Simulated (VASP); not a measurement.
TaS2:

```
Ta S
1.0
     3.38286    0.00000    0.00000
    -1.69143    2.92964    0.00000
     0.00000    0.00000    6.16798
Ta S
1 2
Direct
  0.00000 0.00000 0.00000
  0.66667 0.33333 0.75428
  0.33333 0.66667 0.24572
```

Program: VASP 6.6.1. Alike in all runs: task single point; cell as given; cutoff (eV) 500.

Question: Order these runs on this cell by their pressure, lowest first.
A. level PBE; potentials or basis VASP PAW PBE potentials, release 64 (Ta_pv, S); spin off; k mesh 6 × 6 × 4; smearing tetrahedron
B. level PBE; potentials or basis VASP PAW PBE potentials, release 64 (Ta_pv, S); spin off; k mesh 4 × 1 × 5, shifted; smearing gaussian 0.1 eV
C. level LDA; potentials or basis VASP PAW LDA potentials, release 64 (Ta_pv, S); spin collinear; k mesh 6 × 6 × 4; smearing gaussian 0.1 eV

Answer: C (-5.1 GPa), B (-1.4 GPa), A (1.7 GPa).

Caveats: some runs use coarse meshes; this functional lacks dispersion, which binds the layers, so the pressure and a relaxed spacing across them are unreliable (at least some runs); the cell stands under tension (at least some runs).
